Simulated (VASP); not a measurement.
# Tl in VASP: a series of runs

Runs on Tl. Level: PBEsol. Tasks: relaxation of the atoms.

Everything below comes from runs of VASP 6.6.1. Logs are shortened: lines on timing, memory, paths and dates and some standing lists are left out, and cuts for length are marked.

## (1) The cell of the first run

The cell holds a slab with vacuum, 4 atoms: a = 3.456 Å, b = 3.456 Å, c = 23.288 Å, α = 90.00°, β = 90.00°, γ = 120.00°.

## (2) Relaxation of the atoms, PBEsol (atoms moved at random)

File INCAR:

```
  GGA = PS
  LDIPOL = True
  IDIPOL = 3
  DIPOL = 0.5 0.5 0.500
  ISMEAR = 1
  SIGMA = 0.1
  LWAVE = False
  LCHARG = False
  ISIF = 0
  NSW = 120
  PREC = Accurate
  LASPH = True
  LREAL = False
  ALGO = Normal
  EDIFF = 1E-7
  NELM = 120
  GGA_COMPAT = False
  IBRION = 2
  EDIFFG = -0.002
  NELMIN = 4
  ENCUT = 480
  NELMDL = -8
  KPAR = 8
```

File KPOINTS:

```
Automatic mesh
0
Gamma
  10 10 1
  0 0 0
```

File POSCAR:

```
Tl
1.0
    3.4559983565      0.0000000000      0.0000000000
   -1.7279991782      2.9929823722      0.0000000000
    0.0000000000      0.0000000000     23.2875000000
Tl
4
Selective dynamics
Direct
    0.6744730000      0.3334970000      0.3205430000  F F F
    0.3520090000      0.6774320000      0.4421930000  F F F
    0.6806450000      0.3510880000      0.5616210000  T T T
    0.3328220000      0.6534960000      0.6773140000  T T T
```

Potentials or basis: VASP PAW PBE potentials, release 64 (Tl_d).

Started as:

```
$ cat potpaw_PBE.64/Tl_d/POTCAR > POTCAR
$ mpirun -np 8 vasp_std > vasp.out
```

OUTCAR:

```text
GGA = PS
   ISMEAR = 1
   ISIF = 0
   NSW = 120
   PREC = Accurate
   LASPH = True
   LREAL = False
   EDIFF = 1E-7
   NELM = 120
   IBRION = 2
   EDIFFG = -0.002
   NELMIN = 4
   ENCUT = 480
   NELMDL = -8

 ion  position               nearest neighbor table
   1  0.674  0.333  0.321-   2 3.45   2 3.46   2 3.48
   2  0.352  0.677  0.442-   3 3.40   3 3.43   3 3.44   1 3.45   1 3.46   1 3.48
   3  0.681  0.351  0.562-   4 3.32   4 3.33   2 3.40   4 3.41   2 3.43   2 3.44
   4  0.333  0.653  0.677-   3 3.32   3 3.33   3 3.41

  LATTYP: Found a hexagonal cell.
 ALAT       =     3.4559983565
 C/A-ratio  =     6.7382844544

  Lattice vectors:

 A1 = (   3.4559983565,   0.0000000000,   0.0000000000)
 A2 = (  -1.7279991782,   2.9929823722,   0.0000000000)
 A3 = (   0.0000000000,   0.0000000000,  23.2875000000)

Analysis of symmetry for initial positions (statically):
=====================================================================
 Subroutine PRICEL returns:
 Original cell was already a primitive cell.

 Routine SETGRP: Setting up the symmetry group for a
 hexagonal supercell.

 Subroutine GETGRP returns: Found  1 space group operations
 (whereof  1 operations were pure point group operations)
 out of a pool of 24 trial point group operations.

The static configuration has the point symmetry C_1 .

Analysis of symmetry for dynamics (positions and initial velocities):
=====================================================================
 Subroutine PRICEL returns:
 Original cell was already a primitive cell.

 Routine SETGRP: Setting up the symmetry group for a
 hexagonal supercell.

 Subroutine GETGRP returns: Found  1 space group operations
 (whereof  1 operations were pure point group operations)
 out of a pool of 24 trial point group operations.

The dynamic configuration has the point symmetry C_1 .

Analysis of constrained symmetry for selective dynamics:
=====================================================================
 Subroutine PRICEL returns:
 Original cell was already a primitive cell.

 Routine SETGRP: Setting up the symmetry group for a
 hexagonal supercell.

 Subroutine GETGRP returns: Found  1 space group operations
 (whereof  1 operations were pure point group operations)
 out of a pool of 24 trial point group operations.

The constrained configuration has the point symmetry C_1 .

 Subroutine INISYM returns: Found  1 space group operations
 (whereof  1 operations are pure point group operations),
 and found     1 'primitive' translations

----------------------------------------------------------------------------------------

                                     Primitive cell

  volume of cell :     240.8799

  direct lattice vectors                    reciprocal lattice vectors
     3.455998356  0.000000000  0.000000000     0.289351989  0.167057449  0.000000000
    -1.727999178  2.992982372  0.000000000     0.000000000  0.334114898  0.000000000
     0.000000000  0.000000000 23.287500000     0.000000000  0.000000000  0.042941492

  length of vectors
     3.455998356  3.455998357 23.287500000     0.334114898  0.334114898  0.042941492

  position of ions in fractional coordinates (direct lattice)
     0.674473000  0.333497000  0.320543000
     0.352009000  0.677432000  0.442193000
     0.680645000  0.351088000  0.561621000
     0.332822000  0.653496000  0.677314000

  ion indices of the primitive-cell ions
   primitive index   ion index
                 1           1
                 2           2
                 3           3
                 4           4

----------------------------------------------------------------------------------------

 KPOINTS: Automatic mesh

Automatic generation of k-mesh.
 Grid dimensions read from file:
 generate k-points for:   10   10    1

 Generating k-lattice:

  Cartesian coordinates                     Fractional coordinates (reciprocal lattice)
     0.028935199  0.016705745  0.000000000     0.100000000  0.000000000  0.000000000
     0.000000000  0.033411490  0.000000000     0.000000000  0.100000000  0.000000000
     0.000000000  0.000000000  0.042941492     0.000000000  0.000000000  1.000000000

  Length of vectors
     0.033411490  0.033411490  0.042941492

  Shift w.r.t. Gamma in fractional coordinates (k-lattice)
     0.000000000  0.000000000  0.000000000

 Subroutine IBZKPT returns following result:
 ===========================================

 Found     52 irreducible k-points:

 Following reciprocal coordinates:
            Coordinates               Weight
  0.000000  0.000000  0.000000      1.000000
  0.100000 -0.000000  0.000000      2.000000
  0.000000  0.100000  0.000000      2.000000
 -0.100000  0.100000  0.000000      2.000000
  0.200000 -0.000000  0.000000      2.000000
  0.000000  0.200000  0.000000      2.000000
[... 16 lines left out ...]
 -0.200000  0.300000  0.000000      2.000000
  0.100000  0.200000  0.000000      2.000000
 [... further k-points ...]
   k-points           NKPTS =     52   k-points in BZ     NKDIM =     52   number of bands    NBANDS=     31
   number of dos      NEDOS =    301   number of ions     NIONS =      4
   total plane-waves  NPLWV = 131712
   dimension x,y,z NGX =    28 NGY =   28 NGZ =  168
   dimension x,y,z NGXF=    56 NGYF=   56 NGZF=  336
   ions per type =               4
   NGX,Y,Z   is equivalent  to a cutoff of  13.47, 13.47, 11.99 a.u.
   NGXF,Y,Z  is equivalent  to a cutoff of  26.94, 26.94, 23.99 a.u.
 SYSTEM =  unknown system
   PREC   = accura    normal or accurate (medium, high low for compatibility)
   ISTART =      0    job   : 0-new  1-cont  2-samecut
   ICHARG =      2    charge: 1-file 2-atom 10-const
   ISPIN  =      1    spin polarized calculation?
   LNONCOLLINEAR =      F non collinear calculations
   LSORBIT =      F    spin-orbit coupling
   LASPH  =      T    aspherical Exc in radial PAW
   ENCUT  =  480.0 eV  35.28 Ry    5.94 a.u.   6.17  6.17 41.60*2*pi/ulx,y,z
   NELM   =    120;   NELMIN=  4; NELMDL= -8     # of ELM steps
   EDIFF  = 0.1E-06   stopping-criterion for ELM
   LREAL  =      F    real-space projection
   EDIFFG = -.2E-02   stopping-criterion for IOM
   NSW    =    120    number of steps for IOM
   IBRION =      2    ionic relax: 0-MD 1-quasi-New 2-CG
   NFREE  =      1    steps in history (QN), initial steepest desc. (CG)
   ISIF   =      0    stress and relaxation
   ISYM   =      2    0-nonsym 1-usesym 2-fastsym
   POTIM  = 0.5000    time-step for ionic-motion
   TEBEG  =    0.0;   TEEND  =   0.0 temperature during run

   SCALEE = 1.0000    scale energy and forces
   PSTRESS=    0.0 pullay stress
   NELECT =      52.0000    total number of electrons
   NUPDOWN=      -1.0000    fix difference up-down
   EMIN   =  10.00;   EMAX   =-10.00  energy-range for DOS
   EFERMI =   0.00;   METHOD = LEGACY
   ISMEAR =     1;   SIGMA  =   0.10  broadening in eV -4-tet -1-fermi 0-gaus
   EFERMI_NEDOS =   21; number of points for ismear=-14 and -15
   IALGO  =     38    algorithm
   IMIX   =      4    mixing-type and parameters
     AMIX     =   0.40;   BMIX     =  1.00
     AMIX_MAG =   1.60;   BMIX_MAG =  1.00
  volume/ion in A,a.u.               =      60.22       406.38
  Fermi-wavevector in a.u.,A,eV,Ry     =   0.982070  1.855843 13.122294  0.964461
  Thomas-Fermi vector in A             =   2.113125
   LORBIT       =      0    0 simple, 1 ext, 2 COOP (PROOUT), +10 PAW based schemes
   GGA     = PS    functional components
   LHFCALC =     F    Hartree Fock is set to
   AEXX    =    0.0000 exact exchange contribution
   IVDW    =     0    specifies the selected vdW correction
   LEPSILON=     F    determine dielectric tensor
   LRPA    =     F    only Hartree local field effects (RPA)

   CSHIFT  =0.1000    complex shift for real part using Kramers Kronig

   OMEGAMAX=  -1.0    maximum frequency
 conjugate gradient relaxation of ions
 non-spin polarized calculation
 Methfessel and Paxton  Order N= 1 SIGMA  =   0.10
  energy-cutoff  :      480.00
  volume of cell :      240.88
 maximum number of plane-waves:      5776
 NGX is ok and might be reduce to    28
   NGX = 13   NGY = 13   NGZ = 83

--------------------------------------- Ionic step        1  -------------------------------------------

 number of electron      52.0000004 magnetization

 Free energy of the ion-electron system (eV)
  ---------------------------------------------------
  ext. energy  EPLUGINS =         0.00000000
  ---------------------------------------------------
  free energy    TOTEN  =       -10.04433697 eV

  energy without entropy =      -10.04031501  energy(sigma->0) =      -10.04299632

------------------------ aborting loop because EDIFF is reached ----------------------------------------

 VOLUME and BASIS-vectors are now :
 -----------------------------------------------------------------------------
  energy-cutoff  :      480.00
  volume of cell :      240.88
      direct lattice vectors                 reciprocal lattice vectors
     3.455998356  0.000000000  0.000000000     0.289351989  0.167057449  0.000000000
    -1.727999178  2.992982372  0.000000000     0.000000000  0.334114898  0.000000000
     0.000000000  0.000000000 23.287500000     0.000000000  0.000000000  0.042941492
[... 70 lines left out ...]
  FREE ENERGIE OF THE ION-ELECTRON SYSTEM (eV)
  ---------------------------------------------------
  free  energy   TOTEN  =       -10.0520865359 eV

  energy  without entropy=      -10.0483947428  energy(sigma->0) =      -10.05085594

 added-field ion interaction         -0.000066 eV  (added to PSCEN)

 vacuum level on the upper side and lower side of the slab       (xc-potential included)         0.009        -0.034

[... ionic steps 4 to 13 ...]

--------------------------------------- Ionic step       14  -------------------------------------------

 number of electron      52.0000000 magnetization

------------------------ aborting loop because EDIFF is reached ----------------------------------------
[... 55 lines left out ...]
--------------------------------------- Ionic step       16  -------------------------------------------

 number of electron      52.0000001 magnetization

 DIPCOR: dipole corrections for dipol
 direction  3 min pos     1,
 dipolmoment           0.000000      0.000000      0.002289 electrons x Angstroem
 Tr[quadrupol]      -135.377218

 energy correction for charged system         0.000000 eV

 dipol+quadrupol energy correction           -0.000002 eV

 added-field ion interaction          0.004362 eV  (added to PSCEN)

 Free energy of the ion-electron system (eV)
  ---------------------------------------------------
  ext. energy  EPLUGINS =         0.00000000
  ---------------------------------------------------
  free energy    TOTEN  =       -10.05988373 eV

  energy without entropy =      -10.05661868  energy(sigma->0) =      -10.05879538

 E-fermi :   1.3289     XC(G=0):  -5.4914

 val. band max:        1.3168176236   @ k =  -0.3000  -0.4000   0.0000
 cond. band min:       1.3335616061   @ k =   0.0000   0.0000   0.0000
 fundamental gap:      0.0167439825
 Fermi energy:         1.3289185389

 k-point     1 :       0.0000    0.0000    0.0000
  band No.  band energies     occupation
      1     -10.5719      2.00000
      2     -10.4597      2.00000
      3     -10.4014      2.00000
      4     -10.3757      2.00000
      5     -10.3753      2.00000
      6     -10.3471      2.00000
[... 805 lines left out ...]
     30       4.9123      0.00000
     31       5.0490      0.00000

 [... further k-points ...]

------------------------ aborting loop because EDIFF is reached ----------------------------------------

 vacuum level on the upper side and lower side of the slab       (xc-potential included)        -0.069        -0.110

 VOLUME and BASIS-vectors are now :
 -----------------------------------------------------------------------------
  energy-cutoff  :      480.00
  volume of cell :      240.88
      direct lattice vectors                 reciprocal lattice vectors
     3.455998356  0.000000000  0.000000000     0.289351989  0.167057449  0.000000000
    -1.727999178  2.992982372  0.000000000     0.000000000  0.334114898  0.000000000
     0.000000000  0.000000000 23.287500000     0.000000000  0.000000000  0.042941492
[... 10 lines left out ...]
  FREE ENERGIE OF THE ION-ELECTRON SYSTEM (eV)
  ---------------------------------------------------
  free  energy   TOTEN  =       -10.0598837279 eV

  energy  without entropy=      -10.0566186850  energy(sigma->0) =      -10.05879538

 reached required accuracy - stopping structural energy minimisation

 vacuum level on the upper side and lower side of the slab         4.669         4.623
```

Run time: 8.3 min. Hardware: 8 MPI ranks of Intel Xeon Platinum 8375C at 2.90GHz (Ice Lake), shared host; peak memory 0.58 GiB.

Results:

| Property | Result |
| --- | --- |
| Free energy | -10.0599 eV |
| Energy gained by relaxing | 3.9 meV/atom |
| Ionic steps | 16 |
| Band gap on the k mesh | zero (bands 26 and 27 overlap by 2.10 eV) |

Step by step:
| step | energy change (eV) | largest force on free atoms (eV/Å) |
| --- | --- | --- |
| 1 | 0.0000 | 0.2417 |
| 2 | -0.0026 | 0.2037 |
| 3 | -0.0077 | 0.0923 |
| 4 | -0.0056 | 0.1598 |
| 5 | -0.0089 | 0.0981 |
| 6 | -0.0098 | 0.0922 |
| 7 | -0.0123 | 0.0734 |
| 8 | -0.0150 | 0.0321 |
| 9 | -0.0153 | 0.0274 |
| 10 | -0.0154 | 0.0132 |
| 11 | -0.0155 | 0.0066 |
| 12 | -0.0155 | 0.0056 |
| 13 | -0.0155 | 0.0036 |
| 14 | -0.0155 | 0.0054 |
| 15 | -0.0155 | 0.0023 |
| 16 | -0.0155 | 0.0019 |

Final structure:
```cif
data_structure
_symmetry_space_group_name_H-M 'P 1'
_symmetry_Int_Tables_number 1
_cell_length_a 3.4560
_cell_length_b 3.4560
_cell_length_c 23.2875
_cell_angle_alpha 90.000
_cell_angle_beta 90.000
_cell_angle_gamma 120.000
_cell_volume 240.88
loop_
_atom_site_label
_atom_site_type_symbol
_atom_site_fract_x
_atom_site_fract_y
_atom_site_fract_z
_atom_site_occupancy
Tl1 Tl 0.67447 0.33350 0.32054 1
Tl2 Tl 0.35201 0.67743 0.44219 1
Tl3 Tl 0.67883 0.33811 0.55622 1
Tl4 Tl 0.33927 0.66624 0.67266 1
```

Caveat: the cell differs from its parent crystal (atoms moved at random); the PAW data sets were made with another functional, which shifts forces and pressure a little; spin-orbit coupling is left out, which moves the levels of the heavy elements.

## (3) Relaxation of the atoms, PBEsol (atoms moved at random)

INCAR is that of step 2.

KPOINTS is that of step 2.

POSCAR is that of step 2.

Potentials or basis: VASP PAW PBE potentials, release 64 (Tl_d).

Started as:

```
$ cat potpaw_PBE.64/Tl_d/POTCAR > POTCAR
$ mpirun -np 8 vasp_std > vasp.out
```

Run time: 8.1 min. Hardware: 8 MPI ranks of Intel Xeon Platinum 8488C (Sapphire Rapids), shared host; peak memory 0.58 GiB.

The run converged. Its results:

| Quantity | Value |
| --- | --- |
| Free energy | -10.0599 eV |
| Energy gained by relaxing | 3.9 meV/atom |
| Ionic steps | 16 |
| Band gap on the k mesh | zero (bands 26 and 27 overlap by 2.10 eV) |

The path:
| step | energy change (eV) | largest force on free atoms (eV/Å) |
| --- | --- | --- |
| 1 | 0.0000 | 0.2417 |
| 2 | -0.0026 | 0.2037 |
| 3 | -0.0077 | 0.0923 |
| 4 | -0.0056 | 0.1598 |
| 5 | -0.0089 | 0.0981 |
| 6 | -0.0098 | 0.0922 |
| 7 | -0.0123 | 0.0734 |
| 8 | -0.0150 | 0.0321 |
| 9 | -0.0153 | 0.0274 |
| 10 | -0.0154 | 0.0132 |
| 11 | -0.0155 | 0.0066 |
| 12 | -0.0155 | 0.0056 |
| 13 | -0.0155 | 0.0036 |
| 14 | -0.0155 | 0.0054 |
| 15 | -0.0155 | 0.0023 |
| 16 | -0.0155 | 0.0019 |

Final structure:
```
CELL_PARAMETERS angstrom
3.45600 0.00000 0.00000
-1.72800 2.99298 0.00000
0.00000 0.00000 23.28750
ATOMIC_POSITIONS crystal
Tl 0.67447 0.33350 0.32054
Tl 0.35201 0.67743 0.44219
Tl 0.67883 0.33811 0.55622
Tl 0.33927 0.66624 0.67266
```

Levels at points of the mesh, in eV from the Fermi level:
```csv
k point,band 22,band 23,band 24,band 25,band 26,band 27,band 28,band 29,band 30,band 31
"(0.00, 0.00, 0.00)",-9.10,-7.88,-6.11,-2.22,0.00,2.27,3.46,3.55,5.25,5.65
"(0.50, 0.00, 0.00)",-5.10,-4.71,-4.53,-2.36,-1.93,-1.31,-0.30,1.87,3.37,3.94
"(0.00, 0.50, 0.00)",-5.09,-4.74,-4.54,-2.37,-1.92,-1.31,-0.31,1.90,3.36,3.94
"(0.50, 0.50, 0.00)",-5.10,-4.72,-4.54,-2.37,-1.92,-1.31,-0.31,1.89,3.36,3.94
```

Caveat: the cell differs from its parent crystal (atoms moved at random); the PAW data sets were made with another functional, which shifts forces and pressure a little; spin-orbit coupling is left out, which moves the levels of the heavy elements.
